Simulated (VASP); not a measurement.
Write the native input for VASP 6.6.1 that does the following.

```
Task                   : single point
Functional             : PBE
Potentials or basis    : VASP PAW PBE potentials, release 64 (P, C)
Cutoff                 : 520 eV
k mesh                 : 6 × 6 × 4
Occupations            : gaussian, width 0.1 eV
Spin                   : no spin polarisation
Dipole correction      : no
Further INCAR settings : ALGO = Normal; EDIFF = 1e-06; NBANDS = 22
```

The structure of PC5 lies in POSCAR:

```
PC5
1.0
    4.8695329600      0.0000000000      0.0000000000
   -2.4347664800      4.2171392400      0.0000000000
    0.0000000000      0.0000000000      3.7669512300
P C
1 5
Direct
    0.0000000000      0.0000000000      0.0000000000
    0.6666666700      0.3333333300      0.0000000000
    0.5000000000      0.0000000000      0.5000000000
    0.5000000000      0.5000000000      0.5000000000
    0.0000000000      0.5000000000      0.5000000000
    0.3333333300      0.6666666700      0.0000000000
```

The input as run:

INCAR

```
PREC = Accurate
ENCUT = 520
EDIFF = 1E-6
ISMEAR = 0
SIGMA = 0.1
LREAL = F
LASPH = T
NELM = 100
ALGO = Normal
ISIF = 2
LWAVE = F
LCHARG = T
GGA = PE
LELF = T
LVHAR = T
NBANDS = 22
```

KPOINTS

```
regular mesh
0
Gamma
  6 6 4
```

Potentials or basis: VASP PAW PBE potentials, release 64 (P, C).

Launch:

```sh
$ cat potpaw_PBE.64/P/POTCAR potpaw_PBE.64/C/POTCAR > POTCAR
$ mpirun -np 1 vasp_std > vasp.out
```

Results of the run:

- Pressure: -25.9 GPa

Caveat: the k points lie up to 0.42 Å⁻¹ apart.

It took 38 s on 1 thread of AMD EPYC 7R43 64-Core Processor (Zen 3), on a shared host, peak memory 0.15 GiB.
